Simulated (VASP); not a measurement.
Zr, 2 atoms in the cell. It takes space group Cmcm (No. 63, orthorhombic). The conventional cell has a = 3.297 Å, b = 5.598 Å, c = 5.147 Å, α = 90.00°, β = 90.00°, γ = 90.00°. Zr (site symmetry m2m) has 12 Zr at 3.18 to 3.30 Å within 4.2 Å.  This cell differs from its parent crystal: strain +0.0200 x Voigt [1, 0, 0, 0, 0, 0].

- Program: VASP 6.6.1
- Task: single point
- Functional: PBEsol
- Potentials or basis: VASP PAW PBE potentials, release 64 (Zr_sv)
- Cutoff: 520 eV
- k mesh: 18 × 18 × 10
- Occupations: gaussian, width 0.15 eV
- Spin: no spin polarisation
- Dipole correction: no
- Further INCAR settings: ALGO = Fast; EDIFF = 1e-06; NBANDS = 19

Potentials or basis: VASP PAW PBE potentials, release 64 (Zr_sv).

Run with:

```sh
$ cat potpaw_PBE.64/Zr_sv/POTCAR > POTCAR
$ mpirun -np 1 vasp_std > vasp.out
```

Hardware: 1 thread of Intel Xeon 8259CL, on a shared host.

Estimate the wall time of this run.

It took 17 min on 1 thread of Intel Xeon 8259CL, with other jobs on the host, peak memory 0.49 GiB. Counts: scf iterations 20, k points 546.
